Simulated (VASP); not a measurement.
# TiCo (Pm-3m) in VASP: single point with LDA

Aim: the single point of TiCo with LDA.

All numbers are computed with VASP 6.6.1; they aren't measurements. Logs are shortened: lines on timing, memory, paths and dates and some standing lists are left out, and cuts for length are marked.

## 1. The cell of the first run

Symmetry: Pm-3m, No. 221, cubic system. The conventional cell has a = 2.883 Å, b = 2.883 Å, c = 2.883 Å, α = 90.00°, β = 90.00°, γ = 90.00°. Ti (site symmetry m-3m) has 8 Co at 2.50 Å and 6 Ti at 2.88 Å within 3.3 Å. Within 3.3 Å of Co (site symmetry m-3m) lie 8 Ti at 2.50 Å and 6 Co at 2.88 Å.

## 2. Single point, LDA, collinear spin, ferromagnetic start (11.98 Å³/atom)

File INCAR:

```
SYSTEM = TiCo
  PREC = Accurate
  ENCUT = 690
  EDIFF = 1E-6
  ISMEAR = 0
  SIGMA = 0.05
  LREAL = .FALSE.
  LASPH = .TRUE.
  NELM = 200
  ALGO = Normal
  ISIF = 2
  LWAVE = .FALSE.
  LCHARG = .TRUE.
  ISPIN = 2
  MAGMOM = 0 0.27
  LORBIT = 11
  LMAXMIX = 4
  LELF = .TRUE.
  LVHAR = .TRUE.
  NBANDS = 26
  GGA_COMPAT = .FALSE.
```

File KPOINTS:

```
Automatic mesh
0
G
  16 16 16
  0 0 0
```

File POSCAR:

```
TiCo
1.0
    2.8825867411      0.0000000000      0.0000000000
    0.0000000000      2.8825867411      0.0000000000
    0.0000000000      0.0000000000      2.8825867411
Ti Co
1 1
Direct
    0.0000000000      0.0000000000      0.0000000000
    0.5000000000      0.5000000000      0.5000000000
```

Potentials or basis: VASP PAW LDA potentials, release 64 (Ti_sv, Co_sv).

On the command line:

```console
> cat potpaw_LDA.64/Ti_sv/POTCAR potpaw_LDA.64/Co_sv/POTCAR > POTCAR
> mpirun -np 1 vasp_std > vasp.out
```

OUTCAR:

```text
SYSTEM = TiCo
   PREC = Accurate
   ENCUT = 690
   EDIFF = 1E-6
   ISMEAR = 0
   LREAL = .FALSE.
   LASPH = .TRUE.
   NELM = 200
   ISIF = 2
   ISPIN = 2
   LORBIT = 11

 ion  position               nearest neighbor table
   1  0.000  0.000  0.000-   2 2.50   2 2.50   2 2.50   2 2.50   2 2.50   2 2.50   2 2.50   2 2.50

   2  0.500  0.500  0.500-   1 2.50   1 2.50   1 2.50   1 2.50   1 2.50   1 2.50   1 2.50   1 2.50

  LATTYP: Found a simple cubic cell.
 ALAT       =     2.8825867411

  Lattice vectors:

 A1 = (   2.8825867411,   0.0000000000,   0.0000000000)
 A2 = (   0.0000000000,   2.8825867411,   0.0000000000)
 A3 = (   0.0000000000,   0.0000000000,   2.8825867411)

Analysis of symmetry for initial positions (statically):
=====================================================================
 Subroutine PRICEL returns:
 Original cell was already a primitive cell.

 Routine SETGRP: Setting up the symmetry group for a
 simple cubic supercell.

 Subroutine GETGRP returns: Found 48 space group operations
 (whereof 48 operations were pure point group operations)
 out of a pool of 48 trial point group operations.

The static configuration has the point symmetry O_h .

Analysis of symmetry for dynamics (positions and initial velocities):
=====================================================================
 Subroutine PRICEL returns:
 Original cell was already a primitive cell.

 Routine SETGRP: Setting up the symmetry group for a
 simple cubic supercell.

 Subroutine GETGRP returns: Found 48 space group operations
 (whereof 48 operations were pure point group operations)
 out of a pool of 48 trial point group operations.

The dynamic configuration has the point symmetry O_h .

Analysis of structural, dynamic, and magnetic symmetry:
=====================================================================
 Subroutine PRICEL returns:
 Original cell was already a primitive cell.

 Routine SETGRP: Setting up the symmetry group for a
 simple cubic supercell.

 Subroutine GETGRP returns: Found 48 space group operations
 (whereof 48 operations were pure point group operations)
 out of a pool of 48 trial point group operations.

The overall configuration has the point symmetry O_h .

 Subroutine INISYM returns: Found 48 space group operations
 (whereof 48 operations are pure point group operations),
 and found     1 'primitive' translations

----------------------------------------------------------------------------------------

                                     Primitive cell
[... 108 lines left out ...]
   IALGO  =     38    algorithm
   IMIX   =      4    mixing-type and parameters
     AMIX     =   0.40;   BMIX     =  1.00
     AMIX_MAG =   1.60;   BMIX_MAG =  1.00
  volume/ion in A,a.u.               =      11.98        80.82
  Fermi-wavevector in a.u.,A,eV,Ry     =   1.744851  3.297291 41.423024  3.044506
  Thomas-Fermi vector in A             =   2.816652
   LORBIT       =     11    0 simple, 1 ext, 2 COOP (PROOUT), +10 PAW based schemes
   GGA     = CA    functional components
   LHFCALC =     F    Hartree Fock is set to
   AEXX    =    0.0000 exact exchange contribution
   IVDW    =     0    specifies the selected vdW correction
   LEPSILON=     F    determine dielectric tensor
   LRPA    =     F    only Hartree local field effects (RPA)
 spin polarized calculation
 Gauss-broadening in eV      SIGMA  =   0.05
  energy-cutoff  :      690.00
  volume of cell :       23.95
 maximum number of plane-waves:      1021
 NGX is ok and might be reduce to    28
   NGX = 13   NGY = 13   NGZ = 13

 number of electron      28.9999994 magnetization       0.1354213

 Free energy of the ion-electron system (eV)
  ---------------------------------------------------
  ext. energy  EPLUGINS =         0.00000000
  ---------------------------------------------------
  free energy    TOTEN  =       -17.62881699 eV

  energy without entropy =      -17.62528212  energy(sigma->0) =      -17.62704956

 E-fermi :  11.8134     XC(G=0): -13.7226

 val. band max:       11.8097956360   @ k =   0.4375   0.4375   0.1875
 cond. band min:      11.8176057315   @ k =   0.4375   0.1250   0.0000
 fundamental gap:      0.0078100955
 Fermi energy:        11.8134435480

 spin component 1

 k-point     1 :       0.0000    0.0000    0.0000
  band No.  band energies     occupation
      1     -82.3657      1.00000
      2     -46.2150      1.00000
      3     -46.2150      1.00000
      4     -46.2150      1.00000
      5     -44.5275      1.00000
      6     -20.9585      1.00000
[... 685 lines left out ...]
     25      29.9730      0.00000
     26      31.4209      0.00000

 [... further k-points ...]

 spin component 2

 k-point     1 :       0.0000    0.0000    0.0000
  band No.  band energies     occupation
      1     -82.2264      1.00000
      2     -46.0801      1.00000
      3     -46.0801      1.00000
      4     -46.0801      1.00000
      5     -44.5213      1.00000
      6     -20.9524      1.00000
[... 685 lines left out ...]
     25      29.9960      0.00000
     26      31.4280      0.00000

 [... further k-points ...]
[... 5 lines left out ...]
  --------------------------------------------------------------------------------------
  -------------------------------------------------------------------------------------
  Total        0.5822880      0.5822880      0.5822880      0.0000000      0.0000000     -0.0000000
  in kB       38.9494464     38.9494464     38.9494464      0.0000000      0.0000000     -0.0000000
  external PRESSURE =      38.9494464 kB  Pullay stress =       0.0000000 kB

 VOLUME and BASIS-vectors are now :
 -----------------------------------------------------------------------------
  energy-cutoff  :      690.00
  volume of cell :       23.95
      direct lattice vectors                 reciprocal lattice vectors
     2.882586741  0.000000000  0.000000000     0.346910636  0.000000000  0.000000000
     0.000000000  2.882586741  0.000000000     0.000000000  0.346910636  0.000000000
     0.000000000  0.000000000  2.882586741     0.000000000  0.000000000  0.346910636

 POSITION                                       TOTAL-FORCE (eV/Angst)
 -----------------------------------------------------------------------------------
      0.00000      0.00000      0.00000         0.000000      0.000000      0.000000
      1.44129      1.44129      1.44129         0.000000      0.000000      0.000000
 -----------------------------------------------------------------------------------
    total drift:                                0.000000      0.000000      0.000000

  FREE ENERGIE OF THE ION-ELECTRON SYSTEM (eV)
  ---------------------------------------------------
  free  energy   TOTEN  =       -17.6288169933 eV

  energy  without entropy=      -17.6252821195  energy(sigma->0) =      -17.62704956

 total charge

# of ion       s       p       d       tot
------------------------------------------
    1        2.275   6.216   1.981  10.472
    2        2.293   6.113   6.812  15.218
--------------------------------------------------
tot          4.568  12.330   8.793  25.690

 magnetization (x)

# of ion       s       p       d       tot
------------------------------------------
    1       -0.000  -0.000   0.006   0.006
    2        0.004   0.001   0.120   0.125
--------------------------------------------------
tot          0.003   0.000   0.126   0.130
```

stdout:

```text
POSCAR found type information on POSCAR TiCo
 POSCAR found :  2 types and       2 ions
 scaLAPACK will be used
 LDA part: xc-table for (Slater(with rela. corr.)+CA(PZ))
 , standard interpolation
 POSCAR, INCAR and KPOINTS ok, starting setup
 FFT: planning ... GRIDC
 FFT: planning ... GRID_SOFT
 FFT: planning ... GRID
 WAVECAR not read
 entering main loop
```

Run time: 3.4 min. Hardware: 1 thread of Intel Xeon Platinum 8488C (Sapphire Rapids), shared host; peak memory 0.33 GiB.

Results:

| Item | Value |
| --- | --- |
| Free energy | -17.6288 eV |
| Pressure | 3.9 GPa |
| Net moment | 0.14 μB per cell |
| Site moments | Ti +0.01; Co +0.12 μB |
| Valence electrons inside the program's atomic spheres | Ti 10.47; Co 15.22 |

Caveat: the cell stands under pressure.
